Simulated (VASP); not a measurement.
The system is Se.

```
CELL_PARAMETERS angstrom
1.96170 -1.13259 3.46567
0.00000 2.26517 3.46567
-1.96170 -1.13259 3.46567
ATOMIC_POSITIONS crystal
Se 0.23200 0.23200 0.23200
Se 0.76800 0.76800 0.76800
```

```yaml
Program: VASP 6.6.1
Task: relaxation of cell and atoms
Functional: PBE
Potentials_or_basis: VASP PAW PBE potentials, release 64 (Se)
Cutoff: 600 eV
k_mesh: 13 × 13 × 13
Occupations: fermi-dirac, width 0.08 eV
Spin: no spin polarisation
```

At the start: pressure 3.4 GPa; volume 23.10 Å³/atom.

Problem. How do energy, volume and symmetry change on relaxing?

Solution. Over 14 steps the energy falls by 191.9 meV/atom and the volume is 22.69 Å³/atom (-1.8 %); space group R-3m (No. 166, to 0.1 Å) before, Pm-3m (No. 221, to 0.1 Å).

The path:
```csv
step,energy change (eV),largest force (eV/Å),pressure (GPa),volume (Å³)
1,0.0000,1.7850,3.41,46.20
2,-0.2297,0.7527,-3.94,49.54
3,-0.2369,0.5736,-4.99,50.27
4,-0.3791,0.0768,-1.36,46.30
5,-0.3830,0.0551,-0.41,45.64
6,-0.3837,0.0079,-0.02,45.38
7,-0.3837,0.0078,-0.01,45.38
8,-0.3837,0.0065,-0.01,45.38
9,-0.3837,0.0052,-0.01,45.39
10,-0.3837,0.0019,-0.01,45.38
11,-0.3837,0.0081,0.05,45.34
12,-0.3837,0.0071,0.00,45.37
13,-0.3837,0.0063,-0.03,45.39
14,-0.3837,0.0023,-0.01,45.38
```

Final structure:
```xyz
2
Lattice="2.0023 -1.1560 3.2674 0.0000 2.3121 3.2674 -2.0023 -1.1560 3.2674" Properties=species:S:1:pos:R:3 pbc="T T T"
Se    0.0000    0.0000    2.4507
Se    0.0000    0.0000    7.3514
```
